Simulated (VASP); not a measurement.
The system is SrOs.

```xyz
2
Lattice="3.5848 0.0000 0.0000 0.0000 3.5848 0.0000 0.0000 0.0000 3.5848" Properties=species:S:1:pos:R:3 pbc="T T T"
Sr    0.0000    0.0000    0.0000
Os    1.7924    1.7924    1.7924
```

Base run:

```yaml
Program: VASP 6.6.1
Functional: r2SCAN
Potentials_or_basis: VASP PAW PBE potentials, release 64 (Sr_sv, Os)
Cutoff: 520 eV
k_mesh: 10 × 10 × 10
Occupations: gaussian, width 0.05 eV
Spin: no spin polarisation
```

Its results: band gap on the k mesh zero (band 9 reaches 4.97 eV, above the bottom of band 10 at 3.08 eV); pressure 0.4 GPa.

Q: The run is repeated on the same cell with these changes: hubbard terms from none to Os d U = 3.0 eV. What comes out?

A: Band gap on the k mesh zero (band 9 reaches 5.86 eV, above the bottom of band 10 at 2.75 eV); pressure 1.4 GPa.

Caveats: the PAW data sets were made with another functional, which shifts forces and pressure a little; spin-orbit coupling is left out, which moves the levels of the heavy elements; U without spin polarisation on a metal has little footing (some runs); the U is typed as a test and isn't derived for this compound (some runs).
